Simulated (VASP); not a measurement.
MgO:

```
Mg O
1.0
     0.00000    2.12719    2.12719
     2.12719    0.00000    2.12719
     2.12719    2.12719    0.00000
Mg O
1 1
Direct
  0.00000 0.00000 0.00000
  0.50000 0.50000 0.50000
```

Base run:

```yaml
Program: VASP 6.6.1
Functional: r2SCAN
Potentials_or_basis: VASP PAW PBE potentials, release 64 (Mg, O)
Cutoff: 520 eV
k_mesh: 11 × 11 × 11
Occupations: fermi-dirac, width 0.01 eV
Spin: no spin polarisation
```

Its results: band gap on the k mesh 5.31 eV; pressure -6.6 GPa.

**Question.** The run is repeated on the same cell with these changes: functional from r2SCAN to PBE; occupations from fermi-dirac, width 0.01 eV to gaussian, width 0.01 eV. What comes out?

**Answer.** Band gap on the k mesh 4.44 eV; pressure -0.8 GPa.

Caveats: the cell stands under tension (at least some runs); the PAW data sets were made with another functional, which shifts forces and pressure a little (at least some runs).

